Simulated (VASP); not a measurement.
# NaF (Fm-3m) in VASP: further runs

Aim: see how the results for NaF move with the level of theory and the settings. Levels: LDA, PBE. Tasks: density of states, vibrations by perturbation theory, elastic constants.

Everything below comes from runs of VASP 6.6.1. Logs are shortened: lines on timing, memory, paths and dates and some standing lists are left out, and cuts for length are marked.

## 1. The cell of the first run

Symmetry: Fm-3m, No. 225, cubic system. Conventional cell: a = 4.701 Å, b = 4.701 Å, c = 4.701 Å, α = 90.00°, β = 90.00°, γ = 90.00°. Na (site symmetry m-3m) has 6 F at 2.35 Å within 3.1 Å. F (site symmetry m-3m) has 6 Na at 2.35 Å within 3.1 Å.

## 2. Density of states, LDA

File POSCAR:

```
NaF
1.0
    0.0000000000      2.3504971257      2.3504971257
    2.3504971257      0.0000000000      2.3504971257
    2.3504971257      2.3504971257      0.0000000000
Na F
1 1
Direct
    0.5000000000      0.5000000000      0.5000000000
    0.0000000000      0.0000000000      0.0000000000
```

File INCAR.step1:

```
SYSTEM = NaF
ALGO     = Normal         ! electronic algorithm
EDIFF    = 1E-7           ! SCF threshold, eV
ENCUT    = 520            ! plane-wave cutoff, eV
ISIF     = 2              ! what is computed and relaxed
ISMEAR   = 0              ! smearing method
LASPH    = .TRUE.         ! aspherical terms in the spheres
LCHARG   = .TRUE.         ! write CHGCAR
LREAL    = .FALSE.        ! projectors in reciprocal space
LWAVE    = .FALSE.        ! write WAVECAR
NBANDS   = 14             ! bands
NELM     = 80             ! most SCF steps
PREC     = Accurate       ! precision mode
SIGMA    = 0.02           ! smearing width, eV
```

File KPOINTS.step1:

```
k-points
0
G
  8 8 8
  0 0 0
```

File INCAR.step2:

```
SYSTEM = NaF
ALGO     = Normal         ! electronic algorithm
EDIFF    = 1E-7           ! SCF threshold, eV
ENCUT    = 520            ! plane-wave cutoff, eV
ICHARG   = 11             ! starting density
ISIF     = 2              ! what is computed and relaxed
ISMEAR   = -5             ! smearing method
LASPH    = .TRUE.         ! aspherical terms in the spheres
LCHARG   = .FALSE.        ! write CHGCAR
LORBIT   = 11             ! projections on sites
LREAL    = .FALSE.        ! projectors in reciprocal space
LWAVE    = .FALSE.        ! write WAVECAR
NEDOS    = 2001           ! points of the DOS
NELM     = 80             ! most SCF steps
PREC     = Accurate       ! precision mode
SIGMA    = 0.02           ! smearing width, eV
```

File KPOINTS.step2:

```
k-points
0
G
  12 12 12
  0 0 0
```

Potentials or basis: VASP PAW LDA potentials, release 64 (Na_pv, F).

The run is started by

```console
> cat potpaw_LDA.64/Na_pv/POTCAR potpaw_LDA.64/F/POTCAR > POTCAR
> cp INCAR.step1 INCAR
> cp KPOINTS.step1 KPOINTS
> mpirun -np 1 vasp_std > vasp.out
> cp INCAR.step2 INCAR
> cp KPOINTS.step2 KPOINTS
> mpirun -np 1 vasp_std > vasp.out
```

OUTCAR:

```text
SYSTEM = NaF
   EDIFF = 1E-7
   ENCUT = 520
   ICHARG = 11
   ISIF = 2
   ISMEAR = -5
   LASPH = .TRUE.
   LORBIT = 11
   LREAL = .FALSE.
   NELM = 80
   PREC = Accurate

 ion  position               nearest neighbor table
   1  0.500  0.500  0.500-
   2  0.000  0.000  0.000-

  LATTYP: Found a face centered cubic cell.
 ALAT       =     4.7009942514

  Lattice vectors:

 A1 = (   0.0000000000,   2.3504971257,   2.3504971257)
 A2 = (   2.3504971257,   0.0000000000,   2.3504971257)
 A3 = (   2.3504971257,   2.3504971257,   0.0000000000)

Analysis of symmetry for initial positions (statically):
=====================================================================
 Subroutine PRICEL returns:
 Original cell was already a primitive cell.

 Routine SETGRP: Setting up the symmetry group for a
 face centered cubic supercell.

 Subroutine GETGRP returns: Found 48 space group operations
 (whereof 48 operations were pure point group operations)
 out of a pool of 48 trial point group operations.

The static configuration has the point symmetry O_h .

Analysis of symmetry for dynamics (positions and initial velocities):
=====================================================================
 Subroutine PRICEL returns:
 Original cell was already a primitive cell.

 Routine SETGRP: Setting up the symmetry group for a
 face centered cubic supercell.

 Subroutine GETGRP returns: Found 48 space group operations
 (whereof 48 operations were pure point group operations)
 out of a pool of 48 trial point group operations.

The dynamic configuration has the point symmetry O_h .

 Subroutine INISYM returns: Found 48 space group operations
 (whereof 48 operations are pure point group operations),
 and found     1 'primitive' translations

----------------------------------------------------------------------------------------

                                     Primitive cell

  volume of cell :      25.9722

  direct lattice vectors                    reciprocal lattice vectors
     0.000000000  2.350497126  2.350497126    -0.212720958  0.212720958  0.212720958
     2.350497126  0.000000000  2.350497126     0.212720958 -0.212720958  0.212720958
     2.350497126  2.350497126  0.000000000     0.212720958  0.212720958 -0.212720958

  length of vectors
     3.324104913  3.324104913  3.324104913     0.368443507  0.368443507  0.368443507

  position of ions in fractional coordinates (direct lattice)
     0.500000000  0.500000000  0.500000000
     0.000000000  0.000000000  0.000000000

  ion indices of the primitive-cell ions
   primitive index   ion index
                 1           1
                 2           2

----------------------------------------------------------------------------------------

 KPOINTS: k-points

Automatic generation of k-mesh.
 Grid dimensions read from file:
 generate k-points for:   12   12   12

 Generating k-lattice:

  Cartesian coordinates                     Fractional coordinates (reciprocal lattice)
    -0.017726746  0.017726746  0.017726746     0.083333333  0.000000000  0.000000000
     0.017726746 -0.017726746  0.017726746     0.000000000  0.083333333  0.000000000
     0.017726746  0.017726746 -0.017726746     0.000000000  0.000000000  0.083333333

  Length of vectors
     0.030703626  0.030703626  0.030703626

  Shift w.r.t. Gamma in fractional coordinates (k-lattice)
     0.000000000  0.000000000  0.000000000

 TETIRR: Found    247 inequivalent tetrahedra from    10368

 Subroutine IBZKPT returns following result:
 ===========================================

 Found     72 irreducible k-points:

 Following reciprocal coordinates:
            Coordinates               Weight
  0.000000  0.000000  0.000000      1.000000
  0.083333  0.000000  0.000000      8.000000
  0.166667  0.000000  0.000000      8.000000
  0.250000  0.000000  0.000000      8.000000
  0.333333  0.000000  0.000000      8.000000
  0.416667  0.000000  0.000000      8.000000
[... 16 lines left out ...]
  0.500000  0.166667  0.000000     24.000000
 -0.416667  0.166667  0.000000     24.000000
 [... further k-points ...]
   k-points           NKPTS =     72   k-points in BZ     NKDIM =     72   number of bands    NBANDS=     11
   number of dos      NEDOS =   2001   number of ions     NIONS =      2
   total plane-waves  NPLWV =  21952
   dimension x,y,z NGX =    28 NGY =   28 NGZ =   28
   dimension x,y,z NGXF=    56 NGYF=   56 NGZF=   56
   ions per type =               1   1
   NGX,Y,Z   is equivalent  to a cutoff of  14.00, 14.00, 14.00 a.u.
   NGXF,Y,Z  is equivalent  to a cutoff of  28.01, 28.01, 28.01 a.u.
 SYSTEM =  NaF
   PREC   = accura    normal or accurate (medium, high low for compatibility)
   ISTART =      0    job   : 0-new  1-cont  2-samecut
   ICHARG =     11    charge: 1-file 2-atom 10-const
   ISPIN  =      1    spin polarized calculation?
   LNONCOLLINEAR =      F non collinear calculations
   LSORBIT =      F    spin-orbit coupling
   LASPH  =      T    aspherical Exc in radial PAW
   ENCUT  =  520.0 eV  38.22 Ry    6.18 a.u.   6.18  6.18  6.18*2*pi/ulx,y,z
   NELM   =     80;   NELMIN=  2; NELMDL=  0     # of ELM steps
   EDIFF  = 0.1E-06   stopping-criterion for ELM
   LREAL  =      F    real-space projection
   EDIFFG = 0.1E-05   stopping-criterion for IOM
   NSW    =      0    number of steps for IOM
   IBRION =     -1    ionic relax: 0-MD 1-quasi-New 2-CG
   NFREE  =      0    steps in history (QN), initial steepest desc. (CG)
   ISIF   =      2    stress and relaxation
   ISYM   =      2    0-nonsym 1-usesym 2-fastsym
   POTIM  = 0.5000    time-step for ionic-motion
   TEBEG  =    0.0;   TEEND  =   0.0 temperature during run
   PSTRESS=    0.0 pullay stress
   NELECT =      14.0000    total number of electrons
   NUPDOWN=      -1.0000    fix difference up-down
   EMIN   =  10.00;   EMAX   =-10.00  energy-range for DOS
   EFERMI =   0.00;   METHOD = LEGACY
   ISMEAR =    -5;   SIGMA  =   0.02  broadening in eV -4-tet -1-fermi 0-gaus
   EFERMI_NEDOS =   21; number of points for ismear=-14 and -15
   IALGO  =     38    algorithm
   IMIX   =      4    mixing-type and parameters
     AMIX     =   0.40;   BMIX     =  1.00
     AMIX_MAG =   1.60;   BMIX_MAG =  1.00
  volume/ion in A,a.u.               =      12.99        87.63
  Fermi-wavevector in a.u.,A,eV,Ry     =   1.332338  2.517754 24.152040  1.775125
  Thomas-Fermi vector in A             =   2.461281
   LORBIT       =     11    0 simple, 1 ext, 2 COOP (PROOUT), +10 PAW based schemes
   GGA     = CA    functional components
   LHFCALC =     F    Hartree Fock is set to
   AEXX    =    0.0000 exact exchange contribution
   IVDW    =     0    specifies the selected vdW correction
   LEPSILON=     F    determine dielectric tensor
   LRPA    =     F    only Hartree local field effects (RPA)
 non-spin polarized calculation
 Fermi weights with tetrahedron method with Bloechl corrections
  energy-cutoff  :      520.00
  volume of cell :       25.97
 maximum number of plane-waves:       725
 NGX is ok and might be reduce to    28

 number of electron      14.0000001 magnetization

 Free energy of the ion-electron system (eV)
  ---------------------------------------------------
  ext. energy  EPLUGINS =         0.00000000
  ---------------------------------------------------
  free energy    TOTEN  =        -9.27136475 eV

  energy without entropy =       -9.27136475  energy(sigma->0) =       -9.27136475

 E-fermi :  -2.6841     XC(G=0):  -9.7296

 val. band max:       -2.6912831983   @ k =   0.0000   0.0000   0.0000
 cond. band min:       3.0439210191   @ k =   0.0000   0.0000   0.0000
 fundamental gap:      5.7352042174
 Fermi energy:        -2.6840645388

 k-point     1 :       0.0000    0.0000    0.0000
  band No.  band energies     occupation
      1     -21.5794      2.00000
      2     -21.5794      2.00000
      3     -21.5794      2.00000
      4     -21.3806      2.00000
      5      -2.6913      2.00000
      6      -2.6913      2.00000
      7      -2.6913      2.00000
      8       3.0439      0.00000
      9      15.5462      0.00000
     10      15.5462      0.00000
     11      15.5462      0.00000

 k-point     2 :       0.0833    0.0000    0.0000
  band No.  band energies     occupation
      1     -21.7036      2.00000
      2     -21.5802      2.00000
      3     -21.5802      2.00000
      4     -21.2468      2.00000
      5      -2.8320      2.00000
      6      -2.7080      2.00000
      7      -2.7080      2.00000
      8       3.2929      0.00000
      9      14.5684      0.00000
     10      15.6476      0.00000
     11      15.6476      0.00000

 k-point     3 :       0.1667    0.0000    0.0000
  band No.  band energies     occupation
      1     -21.8727      2.00000
      2     -21.5823      2.00000
      3     -21.5823      2.00000
      4     -21.0526      2.00000
      5      -3.1771      2.00000
      6      -2.7534      2.00000
      7      -2.7534      2.00000
      8       3.9564      0.00000
      9      13.0878      0.00000
     10      15.9151      0.00000
     11      15.9151      0.00000
[... 267 lines left out ...]
 k-point    23 :       0.5000    0.1667    0.0000
  band No.  band energies     occupation
      1     -22.1177      2.00000
      2     -21.6136      2.00000
      3     -21.6003      2.00000
      4     -20.6958      2.00000
      5      -4.0671      2.00000
      6      -3.1263      2.00000
      7      -2.9746      2.00000
      8       7.7429      0.00000
      9       9.4622      0.00000
     10      14.3935      0.00000
     11      16.2833      0.00000

 k-point    24 :      -0.4167    0.1667    0.0000
  band No.  band energies     occupation
      1     -22.1306      2.00000
      2     -21.6194      2.00000
      3     -21.5964      2.00000
      4     -20.6768      2.00000
      5      -4.0812      2.00000
      6      -3.1619      2.00000
      7      -2.9665      2.00000
      8       7.9445      0.00000
      9       9.3042      0.00000
     10      14.1994      0.00000
     11      16.4849      0.00000

 [... further k-points ...]

------------------------ aborting loop because EDIFF is reached ----------------------------------------

  FORCE on cell =-STRESS in cart. coord.  units (eV):
  Direction    XX          YY          ZZ          XY          YZ          ZX
  --------------------------------------------------------------------------------------
  -------------------------------------------------------------------------------------
  Total       -0.9651569     -0.9651569     -0.9651569      0.0000000      0.0000000     -0.0000000
  in kB      -59.5387010    -59.5387010    -59.5387010      0.0000000      0.0000000     -0.0000000
  external PRESSURE =     -59.5387010 kB  Pullay stress =       0.0000000 kB

 VOLUME and BASIS-vectors are now :
 -----------------------------------------------------------------------------
  energy-cutoff  :      520.00
  volume of cell :       25.97
      direct lattice vectors                 reciprocal lattice vectors
     0.000000000  2.350497126  2.350497126    -0.212720958  0.212720958  0.212720958
     2.350497126  0.000000000  2.350497126     0.212720958 -0.212720958  0.212720958
     2.350497126  2.350497126  0.000000000     0.212720958  0.212720958 -0.212720958

 POSITION                                       TOTAL-FORCE (eV/Angst)
 -----------------------------------------------------------------------------------
      2.35050      2.35050      2.35050        -0.000000     -0.000000     -0.000000
      0.00000      0.00000      0.00000         0.000000      0.000000      0.000000
 -----------------------------------------------------------------------------------
    total drift:                                0.000000      0.000000      0.000000

  FREE ENERGIE OF THE ION-ELECTRON SYSTEM (eV)
  ---------------------------------------------------
  free  energy   TOTEN  =        -9.2713647540 eV

  energy  without entropy=       -9.2713647540  energy(sigma->0) =       -9.27136475

 total charge

# of ion       s       p       d       tot
------------------------------------------
    1        0.049   5.988   0.000   6.037
    2        1.719   4.344   0.000   6.063
--------------------------------------------------
tot          1.768  10.332   0.000  12.100
```

Run time: 13 s. Hardware: 1 thread of Intel Xeon 6975P-C (Granite Rapids), shared host; peak memory 0.14 GiB.

What came out:

```
Valence electrons inside the program's atomic spheres : Na 6.04; F 6.06
```

Levels at points of the mesh, in eV from the valence-band top:
| k point | band 4 | band 5 | band 6 | band 7 | band 8 | band 9 | band 10 | band 11 |
| --- | --- | --- | --- | --- | --- | --- | --- | --- |
| (0.00, 0.00, 0.00) | -18.69 | 0.00 | 0.00 | 0.00 | 5.74 | 18.24 | 18.24 | 18.24 |
| (0.50, 0.00, 0.00) | -17.91 | -1.57 | -0.24 | -0.24 | 10.13 | 11.74 | 19.21 | 19.21 |
| (0.50, 0.50, 0.00) | -18.44 | -1.26 | -0.40 | -0.40 | 12.41 | 12.70 | 12.83 | 18.78 |

[end of part 1 of 2]
